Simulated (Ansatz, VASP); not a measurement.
**Re in VASP and in Ansatz**

The input INCAR:

```
SYSTEM = Re
AGGAC = 1.0
AGGAX = 1.0
ALDAC = 0.0
ALDAX = 1.0
ALGO = Normal
EDIFF = 1E-6
ENCUT = 520
GGA = B5
ISIF = 2
ISMEAR = -1
LASPH = .TRUE.
LCHARG = .FALSE.
LREAL = .FALSE.
LWAVE = .FALSE.
NBANDS = 10
NELM = 80
PREC = Accurate
SIGMA = 0.1
```

Contents of KPOINTS:

```
k-points
0
G
  13 13 13
  0 0 0
```

POSCAR

```
Re
1.0
    2.6851906283      0.0000000000      0.0000000000
    0.0000000000      2.6851906283      0.0000000000
    0.0000000000      0.0000000000      2.6851906283
Re
1
Direct
    0.0000000000      0.0000000000      0.0000000000
```

Input for Ansatz:

```yaml
crystal:
  lattice:
    - [2.6851906283, 0.0, 0.0]
    - [0.0, 2.6851906283, 0.0]
    - [0.0, 0.0, 2.6851906283]
  atoms:
    - { symbol: Re, position: [0.0, 0.0, 0.0] }
hamiltonian:
  xc: blyp
  pseudopotentials:
    kind: paw
    azcp:
      Re: "pseudopotentials/Re.paw.azcp"
basis:
  ecutwfc: 420
  fft_grid_basis: typed
kpoints:
  mp_grid: { grid: [13, 13, 13], shift: [0, 0, 0] }
magnetization:
  spin_polarized: false
scf:
  occupations: { method: fermi_dirac, width: 0.1 }
  lower_state_search: "off"
output:
  stress: true
```

Alike in both runs: task single point; functional BLYP; k mesh 13 × 13 × 13; occupations fermi-dirac, width 0.1 eV; no spin polarisation.

|  | VASP | Ansatz |
| --- | --- | --- |
| version | VASP 6.6.1 | Ansatz 0.2.0 |
| potentials or method | VASP PAW PBE potentials, release 64 (Re), cutoff 520 eV | plane waves (420 eV) with PAW, scalar-relativistic |
| valence electrons in the cell | 7 | 15 |

|  | VASP | Ansatz | Ansatz less VASP |
| --- | --- | --- | --- |
| pressure (GPa) | -14.4 | -14.9 | -0.42 |

VASP's potentials were made for PBE, not for BLYP. VASP's potentials hold 7 valence electrons a cell and Ansatz's 15, so a difference there can come from the potentials and not from the codes.

Neither program's run includes spin-orbit coupling.
